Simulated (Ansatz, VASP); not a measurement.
**Two plane-wave programs on InBAs2**

```
B As In
1.0
     3.75787    0.00000    0.00000
     0.00000    3.75787    0.00000
     0.00000    0.00000    5.75974
B As In
1 2 1
Direct
  0.00000 0.00000 0.00000
  0.00000 0.50000 0.19438
  0.50000 0.00000 0.80562
  0.50000 0.50000 0.50000
```

Alike in both runs: task single point; functional r2SCAN; k mesh 6 × 6 × 4; occupations fermi-dirac, width 0.02 eV; no spin polarisation.

```csv
,VASP,Ansatz
version,VASP 6.6.1,Ansatz 0.2.0
potentials or method,"VASP PAW PBE potentials, release 64 (B, As, In_d)","plane waves, PAW"
plane-wave cutoff (eV),520,500
valence electrons in the cell,26,46
```

Ansatz gave:

```
pressure (GPa)                     : 0.0
rms of the force components (eV/Å) : 0.000
```

Q: Estimate VASP's values.

A: Pressure (GPa): 0.0; rms of the force components (eV/Å): 0.003.

VASP's potentials were made for PBE, not for r2SCAN. VASP's potentials hold 26 valence electrons a cell and Ansatz's 46, so a difference there can come from the potentials and not from the codes.
